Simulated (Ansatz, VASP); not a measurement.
**One calculation of ZnS, two programs**

File INCAR:

```
SYSTEM = ZnS
PREC = Accurate
ENCUT = 500
EDIFF = 1E-6
ISMEAR = -1
SIGMA = 0.05
LREAL = .False.
LASPH = .True.
NELM = 120
ALGO = Normal
ISIF = 2
LWAVE = .False.
LCHARG = .False.
GGA = PS
NBANDS = 16
GGA_COMPAT = .False.
```

KPOINTS

```
Automatic mesh
0
Gamma
  16 16 16
  0 0 0
```

File POSCAR:

```
ZnS
1.0
    0.0000000000      2.1622143090      2.1622143090
    2.1622143090      0.0000000000      2.1622143090
    2.1622143090      2.1622143090      0.0000000000
Zn S
1 1
Direct
    0.0000000000      0.0000000000      0.0000000000
    0.5000000000      0.5000000000      0.5000000000
```

Input for Ansatz:

```yaml
crystal:
  lattice:
    - [0.0, 2.162214309, 2.162214309]
    - [2.162214309, 0.0, 2.162214309]
    - [2.162214309, 2.162214309, 0.0]
  atoms:
    - { symbol: Zn, position: [0.0, 0.0, 0.0] }
    - { symbol: S, position: [0.5, 0.5, 0.5] }
kpoints:
  mp_grid: { grid: [16, 16, 16] }
  band_path:
    path:
      - [0.0, 0.0, 0.0]
      - [0.5, 0.0, 0.5]
      - [0.625, 0.25, 0.625]
      - [0.375, 0.375, 0.75]
      - [0.0, 0.0, 0.0]
      - [0.5, 0.5, 0.5]
      - [0.5, 0.25, 0.75]
      - [0.5, 0.0, 0.5]
    npoints: 8
scf:
  occupations: { method: fermi_dirac, width: 0.05 }
hamiltonian:
  xc: pbesol
  pseudopotentials: { kind: paw }
output:
  forces: true
  stress: true
  eigenvalues: true
  populations: true
  dos: { projected: true, de: 0.2, e_range: [-14, 8] }
```

Change from the starting cell: volume scaled by 0.64, PAW files.

Alike in both runs: task single point; functional PBEsol; k mesh 16 × 16 × 16; occupations fermi-dirac, width 0.05 eV; no spin polarisation.

```csv
,VASP,Ansatz
version,VASP 6.6.1,Ansatz 0.2.0
potentials or method,"VASP PAW PBE potentials, release 64 (Zn, S)","PAW with Ansatz's default frozen-core files, scalar-relativistic"
plane-wave cutoff (eV),500,420
valence electrons in the cell,18,18
```

Ansatz gave:

```
pressure (GPa) : 119.5
```

**Question.** What did VASP give for the same quantities?

**Answer.** Pressure (GPa): 121.1.

VASP's potentials were made for PBE, not for PBEsol. Both programs put the cell under a high pressure, so it lies far from rest at this level.

Noted on VASP's run: the cell as given lies far from equilibrium.
